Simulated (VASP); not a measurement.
# Au (Cmcm) in VASP: notebook

The runs below take Au through single point, with r2SCAN.

Program: VASP 6.6.1. These are calculated values, not measurements. Logs are shortened: lines on timing, memory, paths and dates and some standing lists are left out, and cuts for length are marked.

## (1) The cell of the first run

It takes space group Cmcm (No. 63, orthorhombic). The conventional cell has a = 2.841 Å, b = 5.146 Å, c = 4.926 Å, α = 90.00°, β = 90.00°, γ = 90.00°. Within 3.7 Å of Au (site symmetry m2m) lie 12 Au at 2.84 to 2.99 Å.

## (2) Single point, r2SCAN

The input, POSCAR:

```
Au
1.0
    1.4206566610     -2.5728602271      0.0000000000
    1.4206566610      2.5728602271      0.0000000000
    0.0000000000      0.0000000000      4.9255756512
Au
2
Direct
    0.3346720300      0.6653279700      0.2500000000
    0.6653279700      0.3346720300      0.7500000000
```

The input, INCAR.step1:

```
  ALGO = Normal
  EDIFF = 1E-4
  ENCUT = 520
  GGA = PE
  ISMEAR = -1
  LASPH = True
  LCHARG = False
  LREAL = False
  LWAVE = True
  NBANDS = 18
  NELM = 80
  PREC = Accurate
  SIGMA = 0.05
```

The input, INCAR.step2:

```
  ALGO = Normal
  EDIFF = 1E-7
  ENCUT = 520
  ISIF = 2
  ISMEAR = -1
  ISTART = 1
  LASPH = True
  LCHARG = True
  LELF = True
  LMIXTAU = True
  LREAL = False
  LVHAR = True
  LWAVE = False
  METAGGA = R2SCAN
  NBANDS = 18
  NELM = 80
  PREC = Accurate
  SIGMA = 0.05
```

The input, KPOINTS:

```
k-points
0
Gamma
  11 11 6
```

Potentials or basis: VASP PAW PBE potentials, release 64 (Au).

Started as:

```bash
cat potpaw_PBE.64/Au/POTCAR > POTCAR
cp INCAR.step1 INCAR
mpirun -np 1 vasp_std > vasp.out
cp INCAR.step2 INCAR
mpirun -np 1 vasp_std > vasp.out
```

OUTCAR:

```text
EDIFF = 1E-7
   ENCUT = 520
   ISIF = 2
   ISMEAR = -1
   ISTART = 1
   LASPH = True
   LREAL = False
   METAGGA = R2SCAN
   NELM = 80
   PREC = Accurate

 ion  position               nearest neighbor table
   1  0.335  0.665  0.250-   2 2.97   2 2.97   2 2.97   2 2.97   2 2.99   2 2.99
   2  0.665  0.335  0.750-   1 2.97   1 2.97   1 2.97   1 2.97   1 2.99   1 2.99

  LATTYP: Found a base centered orthorhombic cell.
 ALAT       =     2.8413133220
 B/A-ratio  =     1.8110359088
 C/A-ratio  =     1.7335559627

  Lattice vectors:

 A1 = (   1.4206566610,  -2.5728602271,   0.0000000000)
 A2 = (   1.4206566610,   2.5728602271,   0.0000000000)
 A3 = (   0.0000000000,   0.0000000000,   4.9255756512)

Analysis of symmetry for initial positions (statically):
=====================================================================
 Subroutine PRICEL returns:
 Original cell was already a primitive cell.

 Routine SETGRP: Setting up the symmetry group for a
 base centered orthorhombic supercell.

 Subroutine GETGRP returns: Found  8 space group operations
 (whereof  4 operations were pure point group operations)
 out of a pool of  8 trial point group operations.

The static configuration has the point symmetry C_2h.
 The point group associated with its full space group is D_2h.

Analysis of symmetry for dynamics (positions and initial velocities):
=====================================================================
 Subroutine PRICEL returns:
 Original cell was already a primitive cell.

 Routine SETGRP: Setting up the symmetry group for a
 base centered orthorhombic supercell.

 Subroutine GETGRP returns: Found  8 space group operations
 (whereof  4 operations were pure point group operations)
 out of a pool of  8 trial point group operations.

The dynamic configuration has the point symmetry C_2h.
 The point group associated with its full space group is D_2h.

 Subroutine INISYM returns: Found  8 space group operations
 (whereof  4 operations are pure point group operations),
 and found     1 'primitive' translations

----------------------------------------------------------------------------------------

                                     Primitive cell

  volume of cell :      36.0074

  direct lattice vectors                    reciprocal lattice vectors
     1.420656661 -2.572860227  0.000000000     0.351949921 -0.194336247  0.000000000
     1.420656661  2.572860227  0.000000000     0.351949921  0.194336247  0.000000000
     0.000000000  0.000000000  4.925575651     0.000000000  0.000000000  0.203021955

  length of vectors
     2.939026216  2.939026216  4.925575651     0.402038958  0.402038958  0.203021955

  position of ions in fractional coordinates (direct lattice)
     0.334672030  0.665327970  0.250000000
     0.665327970  0.334672030  0.750000000

  ion indices of the primitive-cell ions
   primitive index   ion index
                 1           1
                 2           2

----------------------------------------------------------------------------------------

 KPOINTS: k-points

Automatic generation of k-mesh.
 Grid dimensions read from file:
 generate k-points for:   11   11    6

 Generating k-lattice:

  Cartesian coordinates                     Fractional coordinates (reciprocal lattice)
     0.031995447 -0.017666932  0.000000000     0.090909091  0.000000000  0.000000000
     0.031995447  0.017666932  0.000000000     0.000000000  0.090909091  0.000000000
     0.000000000  0.000000000  0.033836993     0.000000000  0.000000000  0.166666667

  Length of vectors
     0.036548996  0.036548996  0.033836993

  Shift w.r.t. Gamma in fractional coordinates (k-lattice)
     0.000000000  0.000000000  0.000000000

 Subroutine IBZKPT returns following result:
 ===========================================

 Found    144 irreducible k-points:

 Following reciprocal coordinates:
            Coordinates               Weight
  0.000000  0.000000  0.000000      1.000000
  0.090909 -0.000000  0.000000      4.000000
  0.181818  0.000000  0.000000      4.000000
  0.272727  0.000000  0.000000      4.000000
  0.363636  0.000000  0.000000      4.000000
  0.454545 -0.000000  0.000000      4.000000
[... 16 lines left out ...]
 -0.272727  0.181818  0.000000      4.000000
 -0.181818  0.181818  0.000000      2.000000
 [... further k-points ...]
   k-points           NKPTS =    144   k-points in BZ     NKDIM =    144   number of bands    NBANDS=     18
   number of dos      NEDOS =    301   number of ions     NIONS =      2
   total plane-waves  NPLWV =  23040
   dimension x,y,z NGX =    24 NGY =   24 NGZ =   40
   dimension x,y,z NGXF=    48 NGYF=   48 NGZF=   80
   ions per type =               2
   NGX,Y,Z   is equivalent  to a cutoff of  13.58, 13.58, 13.50 a.u.
   NGXF,Y,Z  is equivalent  to a cutoff of  27.15, 27.15, 27.00 a.u.
 SYSTEM =  unknown system
   PREC   = accura    normal or accurate (medium, high low for compatibility)
   ISTART =      1    job   : 0-new  1-cont  2-samecut
   ICHARG =      0    charge: 1-file 2-atom 10-const
   ISPIN  =      1    spin polarized calculation?
   LNONCOLLINEAR =      F non collinear calculations
   LSORBIT =      F    spin-orbit coupling
   LASPH  =      T    aspherical Exc in radial PAW
   ENCUT  =  520.0 eV  38.22 Ry    6.18 a.u.   5.46  5.46  9.16*2*pi/ulx,y,z
   NELM   =     80;   NELMIN=  2; NELMDL=  0     # of ELM steps
   EDIFF  = 0.1E-06   stopping-criterion for ELM
   LREAL  =      F    real-space projection
   EDIFFG = 0.1E-05   stopping-criterion for IOM
   NSW    =      0    number of steps for IOM
   IBRION =     -1    ionic relax: 0-MD 1-quasi-New 2-CG
   NFREE  =      0    steps in history (QN), initial steepest desc. (CG)
   ISIF   =      2    stress and relaxation
   ISYM   =      2    0-nonsym 1-usesym 2-fastsym
   POTIM  = 0.5000    time-step for ionic-motion
   TEBEG  =    0.0;   TEEND  =   0.0 temperature during run
   PSTRESS=    0.0 pullay stress
   NELECT =      22.0000    total number of electrons
   NUPDOWN=      -1.0000    fix difference up-down
   EMIN   =  10.00;   EMAX   =-10.00  energy-range for DOS
   EFERMI =   0.00;   METHOD = LEGACY
   ISMEAR =    -1;   SIGMA  =   0.05  broadening in eV -4-tet -1-fermi 0-gaus
   EFERMI_NEDOS =   21; number of points for ismear=-14 and -15
   IALGO  =     38    algorithm
   IMIX   =      4    mixing-type and parameters
     AMIX     =   0.40;   BMIX     =  1.00
     AMIX_MAG =   1.60;   BMIX_MAG =  1.00
  volume/ion in A,a.u.               =      18.00       121.50
  Fermi-wavevector in a.u.,A,eV,Ry     =   1.389158  2.625128 26.255975  1.929760
  Thomas-Fermi vector in A             =   2.513215
   LORBIT       =      0    0 simple, 1 ext, 2 COOP (PROOUT), +10 PAW based schemes
   METAGGA = R2SCAN    functional components
   LHFCALC =     F    Hartree Fock is set to
   AEXX    =    0.0000 exact exchange contribution
   IVDW    =     0    specifies the selected vdW correction
   LEPSILON=     F    determine dielectric tensor
   LRPA    =     F    only Hartree local field effects (RPA)
 non-spin polarized calculation
  energy-cutoff  :      520.00
  volume of cell :       36.01
 maximum number of plane-waves:       998
 NGX is ok and might be reduce to    24
   NGX = 11   NGY = 11   NGZ = 19

 number of electron      21.9999999 magnetization

 Free energy of the ion-electron system (eV)
  ---------------------------------------------------
  ext. energy  EPLUGINS =         0.00000000
  ---------------------------------------------------
  free energy    TOTEN  =      -101.16668944 eV

  energy without entropy =     -101.15983230  energy(sigma->0) =     -101.16326087

 E-fermi :   8.3990     XC(G=0): -13.2359

 val. band max:        8.3800704740   @ k =   0.1818   0.1818   0.3333
 cond. band min:       8.4109945919   @ k =  -0.1818   0.1818   0.1667
 fundamental gap:      0.0309241179
 Fermi energy:         8.3990063718

 k-point     1 :       0.0000    0.0000    0.0000
  band No.  band energies     occupation
      1      -1.0614      2.00000
      2       1.2234      2.00000
      3       3.5404      2.00000
      4       3.5981      2.00000
      5       3.9222      2.00000
      6       4.1661      2.00000
[... 10 lines left out ...]
     17      26.9294      0.00000
     18      27.8833      0.00000

 k-point     2 :       0.0909   -0.0000    0.0000
  band No.  band energies     occupation
      1      -0.7926      2.00000
      2       1.4459      2.00000
      3       3.5038      2.00000
      4       3.7885      2.00000
      5       3.9944      2.00000
      6       4.1808      2.00000
[... 10 lines left out ...]
     17      26.0728      0.00000
     18      26.9584      0.00000

 k-point     3 :       0.1818    0.0000    0.0000
  band No.  band energies     occupation
      1      -0.0401      2.00000
      2       1.9763      2.00000
      3       3.3866      2.00000
      4       3.8939      2.00000
      5       3.9654      2.00000
      6       4.2588      2.00000
[... 10 lines left out ...]
     17      25.7025      0.00000
     18      26.4633      0.00000

 k-point     4 :       0.2727    0.0000    0.0000
  band No.  band energies     occupation
      1       0.9600      2.00000
      2       2.2137      2.00000
      3       3.1640      2.00000
      4       3.6010      2.00000
      5       3.7951      2.00000
      6       4.1949      2.00000
[... 375 lines left out ...]
      4       3.0507      2.00000
      5       3.7990      2.00000
      6       3.8708      2.00000
[... 10 lines left out ...]
     17      23.8475      0.00000
     18      24.9115      0.00000

 k-point    23 :      -0.2727    0.1818    0.0000
  band No.  band energies     occupation
      1       0.5181      2.00000
      2       2.1810      2.00000
      3       3.1685      2.00000
      4       3.5289      2.00000
      5       3.6031      2.00000
      6       4.2147      2.00000
[... 10 lines left out ...]
     17      25.2314      0.00000
     18      26.2307      0.00000

 k-point    24 :      -0.1818    0.1818    0.0000
  band No.  band energies     occupation
      1      -0.1289      2.00000
      2       1.8426      2.00000
      3       3.2377      2.00000
      4       3.5964      2.00000
      5       3.9634      2.00000
      6       4.2880      2.00000
[... 10 lines left out ...]
     17      25.7198      0.00000
     18      26.0140      0.00000

 [... further k-points ...]

------------------------ aborting loop because EDIFF is reached ----------------------------------------

  FORCE on cell =-STRESS in cart. coord.  units (eV):
  Direction    XX          YY          ZZ          XY          YZ          ZX
  --------------------------------------------------------------------------------------
  -------------------------------------------------------------------------------------
  Total       -0.1473774     -1.0117309     -0.8239059      0.0000000      0.0000000      0.0000000
  in kB       -6.5576658    -45.0176962    -36.6602882      0.0000000      0.0000000      0.0000000
  external PRESSURE =     -29.4118834 kB  Pullay stress =       0.0000000 kB

 VOLUME and BASIS-vectors are now :
 -----------------------------------------------------------------------------
  energy-cutoff  :      520.00
  volume of cell :       36.01
      direct lattice vectors                 reciprocal lattice vectors
     1.420656661 -2.572860227  0.000000000     0.351949921 -0.194336247  0.000000000
     1.420656661  2.572860227  0.000000000     0.351949921  0.194336247  0.000000000
     0.000000000  0.000000000  4.925575651     0.000000000  0.000000000  0.203021955

 POSITION                                       TOTAL-FORCE (eV/Angst)
 -----------------------------------------------------------------------------------
      1.42066      0.85073      1.23139         0.000000     -0.006078     -0.000000
      1.42066     -0.85073      3.69418         0.000000      0.006078      0.000000
 -----------------------------------------------------------------------------------
    total drift:                               -0.000000     -0.000000     -0.000000

  FREE ENERGIE OF THE ION-ELECTRON SYSTEM (eV)
  ---------------------------------------------------
  free  energy   TOTEN  =      -101.1666894378 eV

  energy  without entropy=     -101.1598322993  energy(sigma->0) =     -101.16326087
```

Wall time 2.8 min (1 thread of Intel Xeon Platinum 8375C at 2.90GHz (Ice Lake), shared host); peak memory 0.22 GiB.

What came out:

```
Free energy            : -101.1667 eV
Pressure               : -2.9 GPa
Largest force          : 0.006 eV/Å
Band gap on the k mesh : zero (band 11 reaches 12.24 eV, above the bottom of band 12 at 5.72 eV)
```

Forces in eV/Å, atoms in the order of the input:
```
Au   0.000 -0.006  0.000
Au   0.000  0.006  0.000
```

Stress tensor (GPa, compression positive):
```
-0.66  0.00  0.00
 0.00 -4.50  0.00
 0.00  0.00 -3.67
```

Caveat: the PAW data sets were made with another functional, which shifts forces and pressure a little; spin-orbit coupling is left out, which moves the levels of the heavy elements.

[end of part 1 of 2]
